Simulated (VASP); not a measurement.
# CdTe (I-4m2) in VASP: notebook

Runs on CdTe. Level: HSE06. Tasks: single point.

Everything below comes from runs of VASP 6.6.1. Logs are shortened: lines on timing, memory, paths and dates and some standing lists are left out, and cuts for length are marked.

### Step 1. The cell of the first run

It takes space group I-4m2 (No. 119, tetragonal). The conventional cell has a = 4.639 Å, b = 4.639 Å, c = 6.494 Å, α = 90.00°, β = 90.00°, γ = 90.00°. Within 3.7 Å of Cd (site symmetry -4m2) lie 4 Te at 2.83 Å. Te (site symmetry -4m2) has 4 Cd at 2.83 Å within 3.7 Å.

### Step 2. Single point, HSE06 (uniaxial z strain -1.0%)

POSCAR reads:

```
CdTe
1.0
    0.0000000000      3.2799551162      3.2471555650
    3.2799551162      0.0000000000      3.2471555650
    3.2799551162      3.2799551162      0.0000000000
Cd Te
1 1
Direct
    0.0000000000      0.0000000000      0.0000000000
    0.2500000000      0.2500000000      0.2500000000
```

INCAR.step1 reads:

```
SYSTEM = CdTe
  PREC = Accurate
  ENCUT = 520
  EDIFF = 1E-5
  ISMEAR = 0
  SIGMA = 0.01
  LREAL = .False.
  LASPH = .True.
  NELM = 60
  ALGO = Normal
  ISIF = 2
  LWAVE = .True.
  LCHARG = .False.
  NBANDS = 16
  GGA = PE
```

INCAR.step2 reads:

```
SYSTEM = CdTe
  PREC = Accurate
  ENCUT = 520
  EDIFF = 1E-7
  ISMEAR = 0
  SIGMA = 0.01
  LREAL = .False.
  LASPH = .True.
  NELM = 60
  ALGO = Normal
  ISIF = 2
  LWAVE = .False.
  LCHARG = .False.
  GGA = PE
  LHFCALC = .True.
  HFSCREEN = 0.2079
  PRECFOCK = Normal
  NBANDS = 16
  ISTART = 1
```

KPOINTS reads:

```
Automatic mesh
0
Gamma
  4 4 4
  0 0 0
```

Potentials or basis: VASP PAW PBE potentials, release 64 (Cd, Te).

Launch:

```bash
$ cat potpaw_PBE.64/Cd/POTCAR potpaw_PBE.64/Te/POTCAR > POTCAR
$ cp INCAR.step1 INCAR
$ mpirun -np 1 vasp_std > vasp.out
$ cp INCAR.step2 INCAR
$ mpirun -np 1 vasp_std > vasp.out
```

OUTCAR:

```text
SYSTEM = CdTe
   PREC = Accurate
   ENCUT = 520
   EDIFF = 1E-7
   ISMEAR = 0
   LREAL = .False.
   LASPH = .True.
   NELM = 60
   ISIF = 2
   GGA = PE
   LHFCALC = .True.
   HFSCREEN = 0.2079
   PRECFOCK = Normal
   ISTART = 1

 ion  position               nearest neighbor table
   1  0.000  0.000  0.000-   2 2.83   2 2.83   2 2.83   2 2.83
   2  0.250  0.250  0.250-   1 2.83   1 2.83   1 2.83   1 2.83

  LATTYP: Found a body centered tetragonal cell.
 ALAT       =     4.6385570093
 C/A-ratio  =     1.4000714267

  Lattice vectors:

 A1 = (   0.0000000000,  -3.2799551162,  -3.2471555650)
 A2 = (   0.0000000000,   3.2799551162,  -3.2471555650)
 A3 = (   3.2799551162,   0.0000000000,   3.2471555650)

Analysis of symmetry for initial positions (statically):
=====================================================================
 Subroutine PRICEL returns:
 Original cell was already a primitive cell.

 Routine SETGRP: Setting up the symmetry group for a
 body centered tetragonal supercell.

 Subroutine GETGRP returns: Found  8 space group operations
 (whereof  8 operations were pure point group operations)
 out of a pool of 16 trial point group operations.

The static configuration has the point symmetry D_2d.

Analysis of symmetry for dynamics (positions and initial velocities):
=====================================================================
 Subroutine PRICEL returns:
 Original cell was already a primitive cell.

 Routine SETGRP: Setting up the symmetry group for a
 body centered tetragonal supercell.

 Subroutine GETGRP returns: Found  8 space group operations
 (whereof  8 operations were pure point group operations)
 out of a pool of 16 trial point group operations.

The dynamic configuration has the point symmetry D_2d.

 Subroutine INISYM returns: Found  8 space group operations
 (whereof  8 operations are pure point group operations),
 and found     1 'primitive' translations

----------------------------------------------------------------------------------------

                                     Primitive cell

  volume of cell :      69.8665

  direct lattice vectors                    reciprocal lattice vectors
     0.000000000  3.279955116  3.247155565    -0.152441110  0.152441110  0.153980920
     3.279955116  0.000000000  3.247155565     0.152441110 -0.152441110  0.153980920
     3.279955116  3.279955116  0.000000000     0.152441110  0.152441110 -0.153980920

  length of vectors
     4.615422497  4.615422497  4.638557009     0.264927741  0.264927741  0.264927741

  position of ions in fractional coordinates (direct lattice)
     0.000000000  0.000000000  0.000000000
     0.250000000  0.250000000  0.250000000

  ion indices of the primitive-cell ions
   primitive index   ion index
                 1           1
                 2           2

----------------------------------------------------------------------------------------

 KPOINTS: Automatic mesh

Automatic generation of k-mesh.
 Grid dimensions read from file:
 generate k-points for:    4    4    4

 Generating k-lattice:

  Cartesian coordinates                     Fractional coordinates (reciprocal lattice)
    -0.038110278  0.038110278  0.038495230     0.250000000  0.000000000  0.000000000
     0.038110278 -0.038110278  0.038495230     0.000000000  0.250000000  0.000000000
     0.038110278  0.038110278 -0.038495230     0.000000000  0.000000000  0.250000000

  Length of vectors
     0.066231935  0.066231935  0.066231935

  Shift w.r.t. Gamma in fractional coordinates (k-lattice)
     0.000000000  0.000000000  0.000000000

 Subroutine IBZKPT returns following result:
 ===========================================

 Found     13 irreducible k-points:

 Following reciprocal coordinates:
            Coordinates               Weight
  0.000000  0.000000  0.000000      1.000000
  0.250000 -0.000000  0.000000      8.000000
  0.500000 -0.000000  0.000000      4.000000
  0.250000  0.250000  0.000000      2.000000
  0.500000  0.250000  0.000000      8.000000
 -0.250000  0.250000  0.000000      4.000000
  0.500000  0.500000  0.000000      1.000000
  0.250000  0.000000  0.250000      4.000000
  0.500000 -0.000000  0.250000     16.000000
 -0.250000  0.000000  0.250000      8.000000
 -0.250000  0.500000  0.250000      4.000000
  0.500000  0.000000  0.500000      2.000000
 -0.250000  0.250000  0.500000      2.000000
   k-points           NKPTS =     13   k-points in BZ     NKDIM =     64   number of bands    NBANDS=     16
   number of dos      NEDOS =    301   number of ions     NIONS =      2
   total plane-waves  NPLWV =  46656
   dimension x,y,z NGX =    36 NGY =   36 NGZ =   36
   dimension x,y,z NGXF=    72 NGYF=   72 NGZF=   72
   ions per type =               1   1
   NGX,Y,Z   is equivalent  to a cutoff of  12.97, 12.97, 12.90 a.u.
   NGXF,Y,Z  is equivalent  to a cutoff of  25.93, 25.93, 25.80 a.u.
 SYSTEM =  CdTe
   PREC   = accura    normal or accurate (medium, high low for compatibility)
   ISTART =      1    job   : 0-new  1-cont  2-samecut
   ICHARG =      0    charge: 1-file 2-atom 10-const
   ISPIN  =      1    spin polarized calculation?
   LNONCOLLINEAR =      F non collinear calculations
   LSORBIT =      F    spin-orbit coupling
   LASPH  =      T    aspherical Exc in radial PAW
   ENCUT  =  520.0 eV  38.22 Ry    6.18 a.u.   8.58  8.58  8.62*2*pi/ulx,y,z
   NELM   =     60;   NELMIN=  2; NELMDL=  0     # of ELM steps
   EDIFF  = 0.1E-06   stopping-criterion for ELM
   LREAL  =      F    real-space projection
   EDIFFG = 0.1E-05   stopping-criterion for IOM
   NSW    =      0    number of steps for IOM
   IBRION =     -1    ionic relax: 0-MD 1-quasi-New 2-CG
   NFREE  =      0    steps in history (QN), initial steepest desc. (CG)
   ISIF   =      2    stress and relaxation
   ISYM   =      3    0-nonsym 1-usesym 2-fastsym
   POTIM  = 0.5000    time-step for ionic-motion
   TEBEG  =    0.0;   TEEND  =   0.0 temperature during run
   PSTRESS=    0.0 pullay stress
   NELECT =      18.0000    total number of electrons
   NUPDOWN=      -1.0000    fix difference up-down
   EMIN   =  10.00;   EMAX   =-10.00  energy-range for DOS
   EFERMI =   0.00;   METHOD = LEGACY
   ISMEAR =     0;   SIGMA  =   0.01  broadening in eV -4-tet -1-fermi 0-gaus
   EFERMI_NEDOS =   21; number of points for ismear=-14 and -15
   IALGO  =     38    algorithm
   IMIX   =      1    mixing-type and parameters
     AMIX     =   0.40;   BMIX     =  1.00
     AMIX_MAG =   1.60;   BMIX_MAG =  1.00
  volume/ion in A,a.u.               =      34.93       235.74
  Fermi-wavevector in a.u.,A,eV,Ry     =   1.041700  1.968528 14.764213  1.085139
  Thomas-Fermi vector in A             =   2.176332
   LORBIT       =      0    0 simple, 1 ext, 2 COOP (PROOUT), +10 PAW based schemes
   GGA     = PE    functional components
   LHFCALC =     T    Hartree Fock is set to
   PRECFOCK=normal    Normal, Fast or Accurate (Low or Medium for compatibility)
   ENCUT4O =  -1.0   cutoff for four orbital integrals eV
   NKREDX  =     1    reduce k-point grid by
   NKREDY  =     1    reduce k-point grid by
   NKREDZ  =     1    reduce k-point grid by
   AEXX    =    0.2500 exact exchange contribution
   HFSCREEN=    0.2079 screening length (either q_TF or 0.3 A-1)
   HFSCREENC=   0.2079 screening length for correlation (either q_TF or 0.3 A-1)
   ENCUTFOCK=  -1.0 apply spherical cutoff to Coloumb kernel
   IVDW    =     0    specifies the selected vdW correction
   LEPSILON=     F    determine dielectric tensor
   LRPA    =     F    only Hartree local field effects (RPA)
 non-spin polarized calculation
 Gauss-broadening in eV      SIGMA  =   0.01
  energy-cutoff  :      520.00
  volume of cell :       69.87
 maximum number of plane-waves:      1904
 NGX is ok and might be reduce to    36
  NGX = 28; NGY = 28; NGZ = 28

 number of electron      18.0000004 magnetization

 Free energy of the ion-electron system (eV)
  ---------------------------------------------------
  ext. energy  EPLUGINS =         0.00000000
  ---------------------------------------------------
  free energy    TOTEN  =        -5.99192932 eV

  energy without entropy =       -5.99192932  energy(sigma->0) =       -5.99192932

 E-fermi :   1.7368     XC(G=0):  -7.0674

 val. band max:        1.6379772533   @ k =   0.0000   0.0000   0.0000
 cond. band min:       3.0924079708   @ k =   0.0000   0.0000   0.0000
 fundamental gap:      1.4544307175
 Fermi energy:         1.7368140091

 k-point     1 :       0.0000    0.0000    0.0000
  band No.  band energies     occupation
      1     -10.3565      2.00000
      2      -7.9063      2.00000
      3      -7.9063      2.00000
      4      -7.9040      2.00000
      5      -7.6617      2.00000
      6      -7.6611      2.00000
[... 8 lines left out ...]
     15      11.8300      0.00000
     16      11.9710      0.00000

 k-point     2 :       0.2500   -0.0000    0.0000
  band No.  band energies     occupation
      1     -10.1680      2.00000
      2      -7.8739      2.00000
      3      -7.8722      2.00000
      4      -7.6737      2.00000
      5      -7.6615      2.00000
      6      -7.6611      2.00000
[... 8 lines left out ...]
     15      10.9503      0.00000
     16      11.0003      0.00000

 k-point     3 :       0.5000   -0.0000    0.0000
  band No.  band energies     occupation
      1      -9.9963      2.00000
      2      -7.8484      2.00000
      3      -7.8460      2.00000
      4      -7.6558      2.00000
      5      -7.6534      2.00000
      6      -7.2337      2.00000
[... 8 lines left out ...]
     15      12.9239      0.00000
     16      12.9924      0.00000
[... 153 lines left out ...]
 k-point    12 :       0.5000    0.0000    0.5000
  band No.  band energies     occupation
      1      -9.8956      2.00000
      2      -7.7621      2.00000
      3      -7.7567      2.00000
      4      -7.7447      2.00000
      5      -7.6353      2.00000
      6      -7.0632      2.00000
[... 8 lines left out ...]
     15      13.4579      0.00000
     16      14.1304      0.00000

 k-point    13 :      -0.2500    0.2500    0.5000
  band No.  band energies     occupation
      1      -9.8980      2.00000
      2      -7.7937      2.00000
      3      -7.7869      2.00000
      4      -7.6883      2.00000
      5      -7.6602      2.00000
      6      -6.9893      2.00000
[... 8 lines left out ...]
     15      13.6852      0.00000
     16      13.8677      0.00000

------------------------ aborting loop because EDIFF is reached ----------------------------------------

  FORCE on cell =-STRESS in cart. coord.  units (eV):
  Direction    XX          YY          ZZ          XY          YZ          ZX
  --------------------------------------------------------------------------------------
  -------------------------------------------------------------------------------------
  Total        0.2626881      0.2626881      0.3402387      0.0000000      0.0000000     -0.0000000
  in kB        6.0239595      6.0239595      7.8023489      0.0000000      0.0000000     -0.0000000
  external PRESSURE =       6.6167559 kB  Pullay stress =       0.0000000 kB

 VOLUME and BASIS-vectors are now :
 -----------------------------------------------------------------------------
  energy-cutoff  :      520.00
  volume of cell :       69.87
      direct lattice vectors                 reciprocal lattice vectors
     0.000000000  3.279955116  3.247155565    -0.152441110  0.152441110  0.153980920
     3.279955116  0.000000000  3.247155565     0.152441110 -0.152441110  0.153980920
     3.279955116  3.279955116  0.000000000     0.152441110  0.152441110 -0.153980920

 POSITION                                       TOTAL-FORCE (eV/Angst)
 -----------------------------------------------------------------------------------
      0.00000      0.00000      0.00000         0.000000      0.000000     -0.000000
      1.63998      1.63998      1.62358         0.000000      0.000000      0.000000
 -----------------------------------------------------------------------------------
    total drift:                               -0.000001     -0.000001     -0.000002

  FREE ENERGIE OF THE ION-ELECTRON SYSTEM (eV)
  ---------------------------------------------------
  free  energy   TOTEN  =        -5.9919293205 eV

  energy  without entropy=       -5.9919293205  energy(sigma->0) =       -5.99192932
```

Wall time 25 min (1 thread of Intel Xeon Platinum 8375C at 2.90GHz (Ice Lake), shared host); peak memory 0.32 GiB.

Results:

- Free energy: -5.9919 eV
- Pressure: 0.7 GPa
- Band gap on the k mesh: 1.45 eV

Levels at points of the mesh, in eV from the valence-band top:
| k point | band 7 | band 8 | band 9 | band 10 | band 11 | band 12 |
| --- | --- | --- | --- | --- | --- | --- |
| (0.00, 0.00, 0.00) | -0.03 | -0.03 | 0.00 | 1.45 | 5.46 | 5.46 |
| (0.50, 0.00, 0.00) | -4.60 | -0.84 | -0.78 | 2.57 | 6.00 | 6.07 |
| (0.50, 0.50, 0.00) | -4.45 | -1.96 | -1.96 | 3.28 | 3.40 | 9.85 |
| (0.50, 0.00, 0.50) | -4.50 | -1.92 | -1.90 | 3.32 | 3.48 | 9.78 |

Caveat: the cell differs from its parent crystal (uniaxial z strain -1.0%); the PAW data sets were made with another functional, which shifts forces and pressure a little; spin-orbit coupling is left out, which moves the levels of the heavy elements.

### Step 3. Single point, HSE06 (uniaxial z strain +1.0%)

POSCAR reads:

```
CdTe
1.0
    0.0000000000      3.2799551162      3.3127546673
    3.2799551162      0.0000000000      3.3127546673
    3.2799551162      3.2799551162      0.0000000000
Cd Te
1 1
Direct
    0.0000000000      0.0000000000      0.0000000000
    0.2500000000      0.2500000000      0.2500000000
```

INCAR.step1 reads:

```
  PREC = Accurate
  ENCUT = 520
  EDIFF = 1E-5
  ISMEAR = 0
  SIGMA = 0.01
  LREAL = False
  LASPH = True
  NELM = 100
  ALGO = Normal
  ISIF = 2
  LWAVE = True
  LCHARG = False
  GGA = PE
  NBANDS = 16
```

INCAR.step2 reads:

```
  PREC = Accurate
  ENCUT = 520
  EDIFF = 1E-7
  ISMEAR = 0
  SIGMA = 0.01
  LREAL = False
  LASPH = True
  NELM = 100
  ALGO = Normal
  ISIF = 2
  LWAVE = False
  LCHARG = False
  GGA = PE
  LHFCALC = True
  HFSCREEN = 0.2079
  PRECFOCK = Normal
  ISTART = 1
  NBANDS = 16
```

KPOINTS reads:

```
Automatic mesh
0
Gamma
  4 4 4
```

Potentials or basis: VASP PAW PBE potentials, release 64 (Cd, Te).

Launch:

```bash
$ cat potpaw_PBE.64/Cd/POTCAR potpaw_PBE.64/Te/POTCAR > POTCAR
$ cp INCAR.step1 INCAR
$ mpirun -np 1 vasp_std > vasp.out
$ cp INCAR.step2 INCAR
$ mpirun -np 1 vasp_std > vasp.out
```

It took 17 min on 1 thread of Intel Xeon Platinum 8375C at 2.90GHz (Ice Lake), shared host; peak memory 0.33 GiB.

Results (log left out):

```
Free energy            : -5.9941 eV
Pressure               : -0.2 GPa
Band gap on the k mesh : 1.40 eV
```

Stress tensor (GPa, compression positive):
```
-0.11  0.00  0.00
 0.00 -0.11  0.00
 0.00  0.00 -0.30
```

Levels at points of the mesh, in eV from the valence-band top:
```
           k point  band 7  band 8  band 9  band 10  band 11  band 12
(0.00, 0.00, 0.00)   -0.03    0.00    0.00     1.40     5.48     5.48
(0.50, 0.00, 0.00)   -4.47   -0.79   -0.74     2.55     6.02     6.08
(0.50, 0.50, 0.00)   -4.41   -1.82   -1.82     3.38     3.51     9.65
(0.50, 0.00, 0.50)   -4.36   -1.87   -1.85     3.34     3.43     9.72
```

Caveat: the cell differs from its parent crystal (uniaxial z strain +1.0%); the PAW data sets were made with another functional, which shifts forces and pressure a little; spin-orbit coupling is left out, which moves the levels of the heavy elements.
